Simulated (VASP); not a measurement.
# Nb in VASP: further runs

The runs below take Nb through single point, with PBE, LDA.

Everything below comes from runs of VASP 6.6.1. Logs are shortened: lines on timing, memory, paths and dates and some standing lists are left out, and cuts for length are marked.

**1. The cell of the first run**

The cell holds a slab with vacuum, 14 atoms: a = 4.680 Å, b = 4.680 Å, c = 28.418 Å, α = 90.00°, β = 90.00°, γ = 60.00°.

**2. Single point, PBE**

INCAR reads:

```
SYSTEM = Nb
PREC = Accurate
ENCUT = 520
EDIFF = 1E-6
ISMEAR = 1
SIGMA = 0.1
LREAL = .FALSE.
LASPH = .TRUE.
NELM = 60
ALGO = Normal
ISIF = 2
LWAVE = .FALSE.
LCHARG = .FALSE.
LDIPOL = .TRUE.
IDIPOL = 3
DIPOL = 0.5 0.5 0.500
GGA = PE
NBANDS = 104
```

KPOINTS reads:

```
Automatic mesh
0
G
  8 8 1
  0 0 0
```

POSCAR reads:

```
Nb
1.0
    4.6797119451      0.0000000003      0.0000000000
    2.3398559723      4.0527494270      0.0000000000
    0.0000000000      0.0000000000     28.4181486080
Nb
14
Direct
    0.6666666667      0.6666666667      0.2939640222
    0.0000000000      0.0000000000      0.3184718684
    0.3333333333      0.3333333333      0.3471276307
    0.6666666667      0.6666666667      0.3845249003
    0.0000000000      0.0000000000      0.4154749247
    0.3333333333      0.3333333333      0.4498128196
    0.6666666667      0.6666666667      0.4847181097
    0.0000000000      0.0000000000      0.5152818517
    0.3333333333      0.3333333333      0.5501871620
    0.6666666667      0.6666666667      0.5845251247
    0.0000000000      0.0000000000      0.6154752267
    0.3333333333      0.3333333333      0.6528723304
    0.6666666667      0.6666666667      0.6815280057
    0.0000000000      0.0000000000      0.7060360231
```

Potentials or basis: VASP PAW PBE potentials, release 64 (Nb_sv).

Command:

```console
$ cat potpaw_PBE.64/Nb_sv/POTCAR > POTCAR
$ mpirun -np 1 vasp_std > vasp.out
```

OUTCAR:

```text
SYSTEM = Nb
   PREC = Accurate
   ENCUT = 520
   EDIFF = 1E-6
   ISMEAR = 1
   LREAL = .FALSE.
   LASPH = .TRUE.
   NELM = 60
   ISIF = 2
   GGA = PE

 ion  position               nearest neighbor table
   1  0.667  0.667  0.294-   4 2.57   2 2.79   2 2.79   2 2.79
   2  0.000  0.000  0.318-   5 2.76   1 2.79   1 2.79   1 2.79   3 2.82   3 2.82   3 2.82
   3  0.333  0.333  0.347-   2 2.82   2 2.82   2 2.82   4 2.90   4 2.90   4 2.90   6 2.92
   4  0.667  0.667  0.385-   1 2.57   5 2.84   5 2.84   5 2.84   7 2.85   3 2.90   3 2.90   3 2.90

   5  0.000  0.000  0.415-   2 2.76   8 2.84   4 2.84   4 2.84   4 2.84   6 2.87   6 2.87   6 2.87
[... 11 lines left out ...]
  11  0.000  0.000  0.615-  14 2.57  10 2.84  10 2.84  10 2.84   8 2.85  12 2.90  12 2.90  12 2.90

  12  0.333  0.333  0.653-  13 2.82  13 2.82  13 2.82  11 2.90  11 2.90  11 2.90   9 2.92
  13  0.667  0.667  0.682-  10 2.76  14 2.79  14 2.79  14 2.79  12 2.82  12 2.82  12 2.82
  14  0.000  0.000  0.706-  11 2.57  13 2.79  13 2.79  13 2.79

  LATTYP: Found a hexagonal cell.
 ALAT       =     4.6797119451
 C/A-ratio  =     6.0726277475

  Lattice vectors:

 A1 = (  -2.3398559723,  -4.0527494270,   0.0000000000)
 A2 = (   4.6797119451,   0.0000000003,   0.0000000000)
 A3 = (   0.0000000000,   0.0000000000,  28.4181486080)

Analysis of symmetry for initial positions (statically):
=====================================================================
 Subroutine PRICEL returns:
 Original cell was already a primitive cell.

 Routine SETGRP: Setting up the symmetry group for a
 hexagonal supercell.

 Subroutine GETGRP returns: Found 12 space group operations
 (whereof  6 operations were pure point group operations)
 out of a pool of 24 trial point group operations.

The static configuration has the point symmetry C_3v.
 The point group associated with its full space group is D_3d.

Analysis of symmetry for dynamics (positions and initial velocities):
=====================================================================
 Subroutine PRICEL returns:
 Original cell was already a primitive cell.

 Routine SETGRP: Setting up the symmetry group for a
 hexagonal supercell.

 Subroutine GETGRP returns: Found 12 space group operations
 (whereof  6 operations were pure point group operations)
 out of a pool of 24 trial point group operations.

The dynamic configuration has the point symmetry C_3v.
 The point group associated with its full space group is D_3d.

 Subroutine INISYM returns: Found 12 space group operations
 (whereof  6 operations are pure point group operations),
 and found     1 'primitive' translations

----------------------------------------------------------------------------------------

                                     Primitive cell

  volume of cell :     538.9701

  direct lattice vectors                    reciprocal lattice vectors
     4.679711945  0.000000000  0.000000000     0.213688366 -0.123373036  0.000000000
     2.339855972  4.052749427  0.000000000    -0.000000000  0.246746072  0.000000000
     0.000000000  0.000000000 28.418148608     0.000000000  0.000000000  0.035188781

  length of vectors
     4.679711945  4.679711945 28.418148608     0.246746072  0.246746072  0.035188781

  position of ions in fractional coordinates (direct lattice)
     0.666666667  0.666666667  0.293964022
     0.000000000  0.000000000  0.318471868
     0.333333333  0.333333333  0.347127631
     0.666666667  0.666666667  0.384524900
     0.000000000  0.000000000  0.415474925
     0.333333333  0.333333333  0.449812820
     0.666666667  0.666666667  0.484718110
     0.000000000  0.000000000  0.515281852
     0.333333333  0.333333333  0.550187162
     0.666666667  0.666666667  0.584525125
     0.000000000  0.000000000  0.615475227
     0.333333333  0.333333333  0.652872330
     0.666666667  0.666666667  0.681528006
     0.000000000  0.000000000  0.706036023

  ion indices of the primitive-cell ions
   primitive index   ion index
                 1           1
                 2           2
[... 27 lines left out ...]

  Length of vectors
     0.030843259  0.030843259  0.035188781

  Shift w.r.t. Gamma in fractional coordinates (k-lattice)
     0.000000000  0.000000000  0.000000000

 Subroutine IBZKPT returns following result:
 ===========================================

 Found     10 irreducible k-points:

 Following reciprocal coordinates:
            Coordinates               Weight
  0.000000  0.000000  0.000000      1.000000
  0.125000  0.000000  0.000000      6.000000
  0.250000  0.000000  0.000000      6.000000
  0.375000  0.000000  0.000000      6.000000
  0.500000  0.000000  0.000000      3.000000
  0.250000  0.125000  0.000000      6.000000
  0.375000  0.125000  0.000000     12.000000
  0.500000  0.125000  0.000000     12.000000
  0.500000  0.250000  0.000000      6.000000
 -0.375000  0.250000  0.000000      6.000000
   k-points           NKPTS =     10   k-points in BZ     NKDIM =     10   number of bands    NBANDS=    104
   number of dos      NEDOS =    301   number of ions     NIONS =     14
   total plane-waves  NPLWV = 279936
   dimension x,y,z NGX =    36 NGY =   36 NGZ =  216
   dimension x,y,z NGXF=    72 NGYF=   72 NGZF=  432
   ions per type =              14
   NGX,Y,Z   is equivalent  to a cutoff of  12.79, 12.79, 12.64 a.u.
   NGXF,Y,Z  is equivalent  to a cutoff of  25.58, 25.58, 25.27 a.u.
 SYSTEM =  Nb
   PREC   = accura    normal or accurate (medium, high low for compatibility)
   ISTART =      0    job   : 0-new  1-cont  2-samecut
   ICHARG =      2    charge: 1-file 2-atom 10-const
   ISPIN  =      1    spin polarized calculation?
   LNONCOLLINEAR =      F non collinear calculations
   LSORBIT =      F    spin-orbit coupling
   LASPH  =      T    aspherical Exc in radial PAW
   ENCUT  =  520.0 eV  38.22 Ry    6.18 a.u.   8.70  8.70 52.84*2*pi/ulx,y,z
   NELM   =     60;   NELMIN=  2; NELMDL= -5     # of ELM steps
   EDIFF  = 0.1E-05   stopping-criterion for ELM
   LREAL  =      F    real-space projection
   EDIFFG = 0.1E-04   stopping-criterion for IOM
   NSW    =      0    number of steps for IOM
   IBRION =     -1    ionic relax: 0-MD 1-quasi-New 2-CG
   NFREE  =      0    steps in history (QN), initial steepest desc. (CG)
   ISIF   =      2    stress and relaxation
   ISYM   =      2    0-nonsym 1-usesym 2-fastsym
   POTIM  = 0.5000    time-step for ionic-motion
   TEBEG  =    0.0;   TEEND  =   0.0 temperature during run
   PSTRESS=    0.0 pullay stress
   NELECT =     182.0000    total number of electrons
   NUPDOWN=      -1.0000    fix difference up-down
   EMIN   =  10.00;   EMAX   =-10.00  energy-range for DOS
   EFERMI =   0.00;   METHOD = LEGACY
   ISMEAR =     1;   SIGMA  =   0.10  broadening in eV -4-tet -1-fermi 0-gaus
   EFERMI_NEDOS =   21; number of points for ismear=-14 and -15
   IALGO  =     38    algorithm
   IMIX   =      4    mixing-type and parameters
     AMIX     =   0.40;   BMIX     =  1.00
     AMIX_MAG =   1.60;   BMIX_MAG =  1.00
  volume/ion in A,a.u.               =      38.50       259.80
  Fermi-wavevector in a.u.,A,eV,Ry     =   1.140015  2.154315 17.682584  1.299633
  Thomas-Fermi vector in A             =   2.276717
   LORBIT       =      0    0 simple, 1 ext, 2 COOP (PROOUT), +10 PAW based schemes
   GGA     = PE    functional components
   LHFCALC =     F    Hartree Fock is set to
   AEXX    =    0.0000 exact exchange contribution
   IVDW    =     0    specifies the selected vdW correction
   LEPSILON=     F    determine dielectric tensor
   LRPA    =     F    only Hartree local field effects (RPA)
 non-spin polarized calculation
 Methfessel and Paxton  Order N= 1 SIGMA  =   0.10
  energy-cutoff  :      520.00
  volume of cell :      538.97
 maximum number of plane-waves:     14547
   NGX = 17   NGY = 17   NGZ =105

 dipolmoment           0.000000      0.000000     -0.000000 electrons x Angstroem

 number of electron     182.0000001 magnetization

 dipolmoment           0.000000      0.000000      0.000106 electrons x Angstroem

 Free energy of the ion-electron system (eV)
  ---------------------------------------------------
  ext. energy  EPLUGINS =         0.00000000
  ---------------------------------------------------
  free energy    TOTEN  =      -137.42684945 eV

  energy without entropy =     -137.42216228  energy(sigma->0) =     -137.42528706

 E-fermi :   3.3142     XC(G=0):  -6.5934

 val. band max:        3.3079848118   @ k =   0.2500   0.1250   0.0000
 cond. band min:       3.3239578553   @ k =   0.5000   0.0000   0.0000
 fundamental gap:      0.0159730436
 Fermi energy:         3.3142319985

 k-point     1 :       0.0000    0.0000    0.0000
  band No.  band energies     occupation
      1     -51.2613      2.00000
      2     -51.2604      2.00000
      3     -51.1058      2.00000
      4     -51.1041      2.00000
      5     -51.0082      2.00000
      6     -50.8988      2.00000
[... 1049 lines left out ...]
    102       4.9151     -0.00000
    103       5.0434     -0.00000
 [bands above 103 left out]

------------------------ aborting loop because EDIFF is reached ----------------------------------------

 vacuum level on the upper side and lower side of the slab       (xc-potential included)        -0.224        -0.225

  FORCE on cell =-STRESS in cart. coord.  units (eV):
  Direction    XX          YY          ZZ          XY          YZ          ZX
  --------------------------------------------------------------------------------------
  -------------------------------------------------------------------------------------
  Total       -1.4292491     -1.4292491     -0.4339778     -0.0000000      0.0000000     -0.0000000
  in kB       -4.2486785     -4.2486785     -1.2900706     -0.0000000      0.0000000     -0.0000000
  external PRESSURE =      -3.2624758 kB  Pullay stress =       0.0000000 kB

 VOLUME and BASIS-vectors are now :
 -----------------------------------------------------------------------------
  energy-cutoff  :      520.00
  volume of cell :      538.97
      direct lattice vectors                 reciprocal lattice vectors
     4.679711945  0.000000000  0.000000000     0.213688366 -0.123373036  0.000000000
     2.339855972  4.052749427  0.000000000    -0.000000000  0.246746072  0.000000000
     0.000000000  0.000000000 28.418148608     0.000000000  0.000000000  0.035188781

 POSITION                                       TOTAL-FORCE (eV/Angst)
 -----------------------------------------------------------------------------------
      4.67971      2.70183      8.35391        -0.000000      0.000000     -0.006268
      0.00000      0.00000      9.05038         0.000000      0.000000      0.028341
      2.33986      1.35092      9.86472        -0.000000     -0.000000     -0.007727
      4.67971      2.70183     10.92749        -0.000000     -0.000000      0.007315
      0.00000      0.00000     11.80703        -0.000000     -0.000000      0.003099
      2.33986      1.35092     12.78285        -0.000000     -0.000000      0.010243
      4.67971      2.70183     13.77479         0.000000      0.000000      0.011949
      0.00000      0.00000     14.64336        -0.000000     -0.000000     -0.011949
      2.33986      1.35092     15.63530         0.000000      0.000000     -0.010243
      4.67971      2.70183     16.61112         0.000000      0.000000     -0.003099
      0.00000      0.00000     17.49067         0.000000      0.000000     -0.007315
      2.33986      1.35092     18.55342         0.000000      0.000000      0.007727
      4.67971      2.70183     19.36776        -0.000000     -0.000000     -0.028341
      0.00000      0.00000     20.06424         0.000000      0.000000      0.006268
 -----------------------------------------------------------------------------------
    total drift:                               -0.000001     -0.000000      0.031346

  FREE ENERGIE OF THE ION-ELECTRON SYSTEM (eV)
  ---------------------------------------------------
  free  energy   TOTEN  =      -137.4268494485 eV

  energy  without entropy=     -137.4221622816  energy(sigma->0) =     -137.42528706

 vacuum level on the upper side and lower side of the slab         6.935         6.934
```

Run time: 37 min. Hardware: 1 thread of Oxide Virtual Turin-like, shared host; peak memory 0.77 GiB.

Results:

```
Free energy            : -137.4268 eV
Largest force          : 0.028 eV/Å
Band gap on the k mesh : zero (bands 91 and 92 overlap by 0.17 eV)
```

Forces on the atoms (eV/Å):
```
Nb   0.000  0.000 -0.006
Nb   0.000  0.000  0.028
Nb   0.000  0.000 -0.008
Nb   0.000  0.000  0.007
Nb   0.000  0.000  0.003
Nb   0.000  0.000  0.010
Nb   0.000  0.000  0.012
Nb   0.000  0.000 -0.012
Nb   0.000  0.000 -0.010
Nb   0.000  0.000 -0.003
Nb   0.000  0.000 -0.007
Nb   0.000  0.000  0.008
Nb   0.000  0.000 -0.028
Nb   0.000  0.000  0.006
```

**3. Single point, LDA**

This run uses another cell than the first one.

INCAR reads:

```
SYSTEM = Nb
ALGO     = Normal         ! electronic algorithm
DIPOL    = 0.5 0.5 0.500
EDIFF    = 1E-6           ! SCF threshold, eV
ENCUT    = 520            ! plane-wave cutoff, eV
GGA      = CA             ! functional
IDIPOL   = 3            
ISIF     = 2              ! what is computed and relaxed
ISMEAR   = 1              ! smearing method
LASPH    = .TRUE.         ! aspherical terms in the spheres
LCHARG   = .FALSE.        ! write CHGCAR
LDIPOL   = .TRUE.       
LREAL    = .FALSE.        ! projectors in reciprocal space
LWAVE    = .FALSE.        ! write WAVECAR
NBANDS   = 104            ! bands
NELM     = 100            ! most SCF steps
PREC     = Accurate       ! precision mode
SIGMA    = 0.1            ! smearing width, eV
```

KPOINTS reads:

```
k-points
0
G
  8 8 1
  0 0 0
```

POSCAR reads:

```
Nb
1.0
    4.5916297997      0.0000000000      0.0000000000
    2.2958148998      3.9764680513      0.0000000000
    0.0000000000      0.0000000000     28.1844126050
Nb
14
Direct
    0.6666666667      0.6666666667      0.2961259781
    0.0000000000      0.0000000000      0.3194927654
    0.3333333333      0.3333333333      0.3485336409
    0.6666666667      0.6666666667      0.3859461794
    0.0000000000      0.0000000000      0.4162660319
    0.3333333333      0.3333333333      0.4503412480
    0.6666666667      0.6666666667      0.4846965108
    0.0000000000      0.0000000000      0.5153035919
    0.3333333333      0.3333333333      0.5496588275
    0.6666666667      0.6666666667      0.5837339684
    0.0000000000      0.0000000000      0.6140541074
    0.3333333333      0.3333333333      0.6514661954
    0.6666666667      0.6666666667      0.6805069103
    0.0000000000      0.0000000000      0.7038740446
```

Potentials or basis: VASP PAW LDA potentials, release 64 (Nb_sv).

Command:

```console
$ cat potpaw_LDA.64/Nb_sv/POTCAR > POTCAR
$ mpirun -np 1 vasp_std > vasp.out
```

Wall time 45 min (1 thread of Oxide Virtual Turin-like, shared host); peak memory 0.59 GiB.

It converged, with:

| Quantity | Value |
| --- | --- |
| Free energy | -151.3945 eV |
| Largest force | 0.029 eV/Å |
| Band gap on the k mesh | zero (bands 91 and 92 overlap by 0.25 eV) |

Forces on the atoms (eV/Å):
```
Nb   0.000  0.000 -0.029
Nb   0.000  0.000  0.001
Nb   0.000  0.000 -0.009
Nb   0.000  0.000  0.028
Nb   0.000  0.000 -0.010
Nb   0.000  0.000  0.011
Nb   0.000  0.000  0.025
Nb   0.000  0.000 -0.025
Nb   0.000  0.000 -0.011
Nb   0.000  0.000  0.010
Nb   0.000  0.000 -0.028
Nb   0.000  0.000  0.009
Nb   0.000  0.000 -0.001
Nb   0.000  0.000  0.029
```

Levels at points of the mesh, in eV from the Fermi level:
```csv
k point,band 89,band 90,band 91,band 92,band 93,band 94
"(0.00, 0.00, 0.00)",-0.62,-0.30,-0.30,-0.24,-0.18,0.04
"(0.50, 0.00, 0.00)",-0.65,-0.65,-0.38,-0.04,0.25,0.51
```
